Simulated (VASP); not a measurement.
Here is a VASP 6.6.1 calculation.

Contents of POSCAR:

```
ZnSe
1.0
    0.0000000000      2.5383746228      2.5383746228
    2.5383746228      0.0000000000      2.5383746228
    2.5383746228      2.5383746228      0.0000000000
Zn Se
1 1
Direct
    0.0000000000      0.0000000000      0.0000000000
    0.2500000000      0.2500000000      0.2500000000
```

The input INCAR.step1:

```
PREC = Accurate ; ENCUT = 550
ISMEAR = -1 ; SIGMA = 0.05
LREAL = False ; LASPH = True
NELM = 120 ; NBANDS = 16
GGA = PE ; ALGO = Normal
EDIFF = 1E-5 ; LWAVE = True
LCHARG = False ; GGA_COMPAT = False
```

The input INCAR.step2:

```
PREC = Accurate ; ENCUT = 550
EDIFF = 1E-6 ; ISMEAR = -1
SIGMA = 0.05 ; LREAL = False
LASPH = True ; NELM = 120
ALGO = Normal ; ISIF = 2
LWAVE = False ; LCHARG = False
METAGGA = R2SCAN ; LMIXTAU = True
NBANDS = 16 ; ISTART = 1
GGA_COMPAT = False
```

KPOINTS

```
Automatic mesh
0
Gamma
  11 11 11
```

Potentials or basis: VASP PAW PBE potentials, release 64 (Zn, Se).

Launch:

```bash
$ cat potpaw_PBE.64/Zn/POTCAR potpaw_PBE.64/Se/POTCAR > POTCAR
$ cp INCAR.step1 INCAR
$ mpirun -np 1 vasp_std > vasp.out
$ cp INCAR.step2 INCAR
$ mpirun -np 1 vasp_std > vasp.out
```

(1) Predict the band gap on the k mesh.

(2) Estimate the pressure.

Results:

(1) 2.42 eV (least direct gap 3.45 eV).

(2) 45.3 GPa.

Caveat: the cell stands under pressure; the PAW data sets were made with another functional, which shifts forces and pressure a little; an odd mesh through Γ misses points on the zone boundary, where band edges can lie.
